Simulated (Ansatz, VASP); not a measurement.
**Te2As in VASP and in Ansatz**

```
Te As
1.0
     5.41371    0.00000    0.00000
    -2.70686    4.68841    0.00000
     0.00000    0.00000    3.08665
Te As
2 1
Direct
  0.33333 0.66667 0.50000
  0.66667 0.33333 0.50000
  0.00000 0.00000 0.00000
```

Alike in both runs: functional PBE; k mesh 12 × 12 × 14; occupations gaussian, width 0.1 eV; no spin polarisation.

Ansatz relaxed the structure, and its values are those at the end. VASP's run is a single point on that final structure, the one shown.

|  | VASP | Ansatz |
| --- | --- | --- |
| version | VASP 6.6.1 | Ansatz 0.2.0 |
| potentials or method | VASP PAW PBE potentials, release 64 (Te, As), cutoff 520 eV | scalar-relativistic, plane waves, PAW |
| valence electrons in the cell | 17 | 47 |

|  | VASP | Ansatz | Ansatz less VASP |
| --- | --- | --- | --- |
| gap on the k mesh at the Fermi level (eV) | none | none | - |
| pressure (GPa) | 0.0 | 0.0 | +0.06 |

A gap of «none» marks a metal or a gap that the smearing closes. The functional is the same, so the differences come from potentials, cutoffs and numerics. VASP's potentials hold 17 valence electrons a cell and Ansatz's 47, so a difference there can come from the potentials and not from the codes.

Spin-orbit coupling is off throughout.
